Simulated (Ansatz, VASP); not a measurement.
**Two plane-wave programs on Si8Ni3**

```xyz
11
Lattice="3.8123 0.0000 0.0000 -1.9062 3.3016 0.0000 0.0000 0.0000 25.8946" Properties=species:S:1:pos:R:3 pbc="T T T"
Si    1.9062    1.1005    7.4893
Si    0.0000    0.0000    8.7788
Si    0.0000    2.2010   10.6066
Si    1.9062    1.1005   12.1320
Si    0.0000    0.0000   13.7626
Si    0.0000    2.2010   15.2880
Si    1.9062    1.1005   17.1158
Si    0.0000    0.0000   18.4053
Ni    1.9062    1.1005    9.8384
Ni    0.0000    2.2010   12.9473
Ni    0.0000    0.0000   16.0562
```

Alike in both runs: functional PBEsol; k mesh 9 × 9 × 1; occupations gaussian, width 0.1 eV; no spin polarisation.

Ansatz relaxed the structure, and its values are those at the end. VASP's run is a single point on that final structure, the one shown.

```csv
,VASP,Ansatz
version,VASP 6.6.1,Ansatz 0.2.0
potentials or method,"VASP PAW PBE potentials, release 64 (Si, Ni), cutoff 520 eV","scalar-relativistic, plane waves, PAW"
valence electrons in the cell,62,86
```

Ansatz gave:

| Property | Result |
| --- | --- |
| gap on the k mesh at the Fermi level (eV) | none |
| rms of the force components (eV/Å) | 0.005 |

Problem. Estimate VASP's values.

Solution. gap on the k mesh at the Fermi level (eV): none; rms of the force components (eV/Å): 0.008.

VASP's potentials were made for PBE, not for PBEsol. A gap of «none» marks a metal or a gap that the smearing closes. VASP's potentials hold 62 valence electrons a cell and Ansatz's 86, so a difference there can come from the potentials and not from the codes.
